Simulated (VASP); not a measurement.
Na, 1 atom in the cell. It takes space group Im-3m (No. 229, cubic). The conventional cell has a = 4.310 Å, b = 4.310 Å, c = 4.310 Å, α = 90.00°, β = 90.00°, γ = 90.00°. Na (site symmetry m-3m) has 14 Na at 3.73 to 4.31 Å within 4.9 Å.  This cell differs from its parent crystal: volume scaled by 1.02.

| Item | Value |
| --- | --- |
| Program | VASP 6.6.1 |
| Task | single point |
| Functional | r2SCAN |
| Potentials or basis | VASP PAW PBE potentials, release 64 (Na_pv) |
| Cutoff | 550 eV |
| k mesh | 9 × 9 × 9 |
| Occupations | fermi-dirac, width 0.05 eV |
| Spin | no spin polarisation |
| Dipole correction | no |
| Further INCAR settings | ALGO = Normal; EDIFF = 1e-06; NBANDS = 10 |

Potentials or basis: VASP PAW PBE potentials, release 64 (Na_pv).

The run is started by

```sh
$ cat potpaw_PBE.64/Na_pv/POTCAR > POTCAR
$ cp INCAR.step1 INCAR
$ mpirun -np 1 vasp_std > vasp.out
$ cp INCAR.step2 INCAR
$ mpirun -np 1 vasp_std > vasp.out
```

Hardware: 1 thread of Intel Xeon 8259CL, with other jobs on the host.

Estimate the wall time of this run.

Wall time 97 s on 1 thread of Intel Xeon 8259CL, with other jobs on the host, peak memory 0.17 GiB. Counts: k points 35.
